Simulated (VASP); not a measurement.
The system is PbSe.

```
Pb Se
1.0
     4.99696    0.00000    0.00000
     0.00000    4.99696    0.00000
     0.00000    0.00000    7.06677
Pb Se
2 2
Direct
  0.50000 0.00000 0.75000
  0.00000 0.50000 0.25000
  0.00000 0.00000 0.00000
  0.50000 0.50000 0.00000
```

This cell differs from its parent crystal: atoms taken out.

```yaml
Program: VASP 6.6.1
Task: relaxation of cell and atoms
Functional: PBE
Potentials_or_basis: VASP PAW PBE potentials, release 64 (Pb_d, Se)
Cutoff: 600 eV
k_mesh: 4 × 4 × 4
Occupations: gaussian, width 0.1 eV
Spin: no spin polarisation
```

At the start: pressure -2.3 GPa; volume 44.11 Å³/atom.

Problem. Where does the relaxation end?

Solution. Over 28 steps the energy falls by 232.6 meV/atom and the volume is 30.30 Å³/atom (-31.3 %); space group P4/nmm (No. 129, to 0.1 Å) before and after.

The path:
| step | energy change (eV) | largest force (eV/Å) | pressure (GPa) | volume (Å³) |
| --- | --- | --- | --- | --- |
| 1 | 0.0000 | 1.5955 | -2.29 | 176.45 |
| 2 | -0.4510 | 0.4150 | 0.84 | 160.57 |
| 3 | -0.4693 | 0.0996 | 1.72 | 157.33 |
| 4 | -0.6164 | 0.1804 | 0.30 | 163.24 |
| 5 | -0.6665 | 0.3139 | -0.70 | 167.88 |
| 6 | -0.6714 | 0.3482 | -1.05 | 169.51 |
| 7 | -0.7216 | 0.0708 | -0.46 | 165.03 |
| 8 | -0.7351 | 0.1185 | -0.01 | 161.31 |
| 9 | -0.7353 | 0.1419 | 0.04 | 160.82 |
| 10 | -0.7393 | 0.1170 | -0.17 | 160.51 |
| 11 | -0.7420 | 0.0833 | -0.50 | 159.99 |
| 12 | -0.7438 | 0.0909 | -0.49 | 159.39 |
| 13 | -0.7491 | 0.1143 | -0.45 | 157.61 |
| 14 | -0.7594 | 0.1624 | -0.40 | 154.01 |
| 15 | -0.7766 | 0.2626 | -0.23 | 146.69 |
| 16 | -0.7561 | 0.4593 | 0.54 | 131.54 |
| 17 | -0.7789 | 0.3317 | -0.04 | 142.55 |
| 18 | -0.7793 | 0.3593 | 0.05 | 140.24 |
| 19 | -0.7893 | 0.3585 | 0.00 | 137.57 |
| 20 | -0.7936 | 0.3705 | 0.10 | 129.45 |
| 21 | -0.7968 | 0.3691 | 0.02 | 132.53 |
| 22 | -0.8215 | 0.3407 | 0.02 | 131.11 |
| 23 | -0.8832 | 0.2525 | 0.08 | 126.92 |
| 24 | -0.9272 | 0.0022 | 0.44 | 118.80 |
| 25 | -0.9288 | 0.0508 | 0.35 | 120.21 |
| 26 | -0.9288 | 0.0401 | 0.36 | 119.97 |
| 27 | -0.9247 | 0.1008 | -0.84 | 123.50 |
| 28 | -0.9305 | 0.0076 | -0.07 | 121.19 |

Final structure:
```yaml
crystal:
  lattice:
    - [5.35806, 0.00000, 0.00000]
    - [0.00000, 5.35806, 0.00000]
    - [0.00000, 0.00000, 4.22137]
  atoms:
    - { symbol: Pb, position: [0.50000, 0.00000, 0.68076] }
    - { symbol: Pb, position: [0.00000, 0.50000, 0.31924] }
    - { symbol: Se, position: [0.00000, 0.00000, 0.00000] }
    - { symbol: Se, position: [0.50000, 0.50000, 0.00000] }
```

Caveat: the cell differs from its parent crystal (atoms taken out); the volume moved by over 15 % at a fixed basis, so the end points are rough.
